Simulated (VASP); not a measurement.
# La (Im-3m) in VASP: a series of runs, part 2 of 2

VASP 6.6.1. The steps go on from the part before.

**4. Relaxation of cell and atoms, PBEsol**

INCAR

```
PREC = Accurate
ENCUT = 600
EDIFF = 1E-6
ISMEAR = 1
SIGMA = 0.05
LREAL = False
LASPH = True
NELM = 100
ALGO = Normal
ISIF = 3
LWAVE = False
LCHARG = False
GGA = PS
IBRION = 2
NSW = 80
EDIFFG = -0.005
```

KPOINTS

```
regular mesh
0
Gamma
  11 11 11
```

POSCAR

```
La
1.0
   -2.1238310000      2.1238310000      2.1238310000
    2.1238310000     -2.1238310000      2.1238310000
    2.1238310000      2.1238310000     -2.1238310000
La
1
Direct
    0.0000000000      0.0000000000      0.0000000000
```

Potentials or basis: VASP PAW PBE potentials, release 64 (La).

On the command line:

```bash
> cat potpaw_PBE.64/La/POTCAR > POTCAR
> mpirun -np 1 vasp_std > vasp.out
```

OUTCAR:

```text
PREC = Accurate
   ENCUT = 600
   EDIFF = 1E-6
   ISMEAR = 1
   LREAL = False
   LASPH = True
   NELM = 100
   ISIF = 3
   GGA = PS
   IBRION = 2
   NSW = 80
   EDIFFG = -0.005

 ion  position               nearest neighbor table
   1  0.000  0.000  0.000-

  LATTYP: Found a body centered cubic cell.
 ALAT       =     4.2476620000

  Lattice vectors:

 A1 = (  -2.1238310000,   2.1238310000,   2.1238310000)
 A2 = (   2.1238310000,  -2.1238310000,   2.1238310000)
 A3 = (   2.1238310000,   2.1238310000,  -2.1238310000)

Analysis of symmetry for initial positions (statically):
=====================================================================
 Subroutine PRICEL returns:
 Original cell was already a primitive cell.

 Routine SETGRP: Setting up the symmetry group for a
 body centered cubic supercell.

 Subroutine GETGRP returns: Found 48 space group operations
 (whereof 48 operations were pure point group operations)
 out of a pool of 48 trial point group operations.

The static configuration has the point symmetry O_h .

Analysis of symmetry for dynamics (positions and initial velocities):
=====================================================================
 Subroutine PRICEL returns:
 Original cell was already a primitive cell.

 Routine SETGRP: Setting up the symmetry group for a
 body centered cubic supercell.

 Subroutine GETGRP returns: Found 48 space group operations
 (whereof 48 operations were pure point group operations)
 out of a pool of 48 trial point group operations.

The dynamic configuration has the point symmetry O_h .

 Subroutine INISYM returns: Found 48 space group operations
 (whereof 48 operations are pure point group operations),
 and found     1 'primitive' translations

[... 118 lines left out ...]
   LHFCALC =     F    Hartree Fock is set to
   AEXX    =    0.0000 exact exchange contribution
   IVDW    =     0    specifies the selected vdW correction
   LEPSILON=     F    determine dielectric tensor
   LRPA    =     F    only Hartree local field effects (RPA)
 conjugate gradient relaxation of ions
 non-spin polarized calculation
 Methfessel and Paxton  Order N= 1 SIGMA  =   0.05
  energy-cutoff  :      600.00
  volume of cell :       38.32
 maximum number of plane-waves:      1298
 NGX is ok and might be reduce to    30
   NGX = 15   NGY = 15   NGZ = 15

--------------------------------------- Ionic step        1  -------------------------------------------

 number of electron      11.0000001 magnetization

 Free energy of the ion-electron system (eV)
  ---------------------------------------------------
  ext. energy  EPLUGINS =         0.00000000
  ---------------------------------------------------
  free energy    TOTEN  =        -5.16831157 eV

  energy without entropy =       -5.16740229  energy(sigma->0) =       -5.16800848

------------------------ aborting loop because EDIFF is reached ----------------------------------------

  FORCE on cell =-STRESS in cart. coord.  units (eV):
  Direction    XX          YY          ZZ          XY          YZ          ZX
  --------------------------------------------------------------------------------------
  -------------------------------------------------------------------------------------
  Total       -0.5493726     -0.5493726     -0.5493726      0.0000000      0.0000000     -0.0000000
  in kB      -22.9698264    -22.9698264    -22.9698264      0.0000000      0.0000000     -0.0000000
  external PRESSURE =     -22.9698264 kB  Pullay stress =       0.0000000 kB
[... 127 lines left out ...]
--------------------------------------- Ionic step        5  -------------------------------------------

 number of electron      11.0000001 magnetization

 Free energy of the ion-electron system (eV)
  ---------------------------------------------------
  ext. energy  EPLUGINS =         0.00000000
  ---------------------------------------------------
  free energy    TOTEN  =        -5.19588329 eV

  energy without entropy =       -5.19601340  energy(sigma->0) =       -5.19592666

 E-fermi :   8.3745     XC(G=0):  -9.9681

 val. band max:        8.3724700064   @ k =  -0.4545   0.4545   0.0909
 cond. band min:       8.3892271424   @ k =   0.1818   0.1818   0.1818
 fundamental gap:      0.0167571360
 Fermi energy:         8.3744656972

 k-point     1 :       0.0000    0.0000    0.0000
  band No.  band energies     occupation
      1     -24.3869      2.00000
      2      -7.1538      2.00000
      3      -7.1538      2.00000
      4      -7.1538      2.00000
      5       5.2048      2.00000
      6       9.9303      0.00000
      7       9.9303      0.00000
      8       9.9303      0.00000
      9      10.0112      0.00000
[... 265 lines left out ...]
 k-point    24 :       0.3636    0.1818    0.0909
  band No.  band energies     occupation
      1     -24.0968      2.00000
      2      -8.5727      2.00000
      3      -7.9474      2.00000
      4      -7.4635      2.00000
      5       7.6253      2.00000
      6       8.3444      1.84098
      7       9.9392      0.00000
      8      10.3237      0.00000
      9      10.4138      0.00000

 [... further k-points ...]
[... 5 lines left out ...]
  --------------------------------------------------------------------------------------
  -------------------------------------------------------------------------------------
  Total       -0.0002988     -0.0002988     -0.0002988      0.0000000      0.0000000      0.0000000
  in kB       -0.0138051     -0.0138051     -0.0138051      0.0000000      0.0000000      0.0000000
  external PRESSURE =      -0.0138051 kB  Pullay stress =       0.0000000 kB
[... 16 lines left out ...]
  FREE ENERGIE OF THE ION-ELECTRON SYSTEM (eV)
  ---------------------------------------------------
  free  energy   TOTEN  =        -5.1958832905 eV

  energy  without entropy=       -5.1960133987  energy(sigma->0) =       -5.19592666

 reached required accuracy - stopping structural energy minimisation
```

CONTCAR:

```text
La
   1.00000000000000
    -2.0542484183694096    2.0542484183694096    2.0542484183694096
     2.0542484183694096   -2.0542484183694096    2.0542484183694096
     2.0542484183694096    2.0542484183694096   -2.0542484183694096
  La
     1
Direct
     1.0000000000000000    1.0000000000000000    0.0000000000000000

  0.00000000E+00  0.00000000E+00  0.00000000E+00
```

Wall time 86 s (1 thread of Intel Xeon Platinum 8259CL at 2.50GHz (Skylake/Cascade Lake), shared host); peak memory 0.2 GiB.

What came out:

| Quantity | Value |
| --- | --- |
| Free energy | -5.1959 eV |
| Relaxed volume | 34.68 Å³/atom |
| Relaxed cell | a = 3.558 Å, b = 3.558 Å, c = 3.558 Å, α = 109.47°, β = 109.47°, γ = 109.47° |
| Space group after relaxing (to 0.05 Å) | Im-3m (No. 229) |
| Energy gained by relaxing | 27.6 meV/atom |
| Ionic steps | 5 |
| Pressure after relaxing | 0.0 GPa |

The path:
```tsv
step	energy change (eV)	largest force (eV/Å)	pressure (GPa)	volume (Å³)
1	0.0000	0.0000	-2.30	38.32
2	-0.0265	0.0000	-0.48	35.35
3	-0.0276	0.0000	-0.04	34.72
4	-0.0276	0.0000	0.02	34.65
5	-0.0276	0.0000	0.00	34.68
```

Final structure:
```
La
1.0
    -2.05425    2.05425    2.05425
     2.05425   -2.05425    2.05425
     2.05425    2.05425   -2.05425
La
1
Direct
  0.00000 0.00000 0.00000
```

Caveat: the PAW data sets were made with another functional, which shifts forces and pressure a little; spin-orbit coupling is left out, which moves the levels of the heavy elements.

**5. Summary**

| level | potentials or basis | gap on the mesh (eV) | pressure (GPa) | relaxed volume (Å³/atom) |
| --- | --- | --- | --- | --- |
| LDA | VASP PAW LDA potentials, release 64 (La) | none | 0.0 | 32.84 |
| BLYP+D3(BJ) | VASP PAW PBE potentials, release 64 (La) | none | 0.0 | 33.85 |
| PBEsol | VASP PAW PBE potentials, release 64 (La) | none | 0.0 | 34.68 |

Alike in all rows: task relaxation of cell and atoms; no spin polarisation; cell relaxed; k mesh 11 × 11 × 11; cutoff (eV) 600; smearing methfessel-paxton 0.05 eV.

Caveats: spin-orbit coupling is left out, which moves the levels of the heavy elements; the PAW data sets were made with another functional, which shifts forces and pressure a little (some runs); pairwise dispersion overbinds metals, which lowers pressure and volume (some runs).

Absolute energies hang on the potentials; compare differences alone.
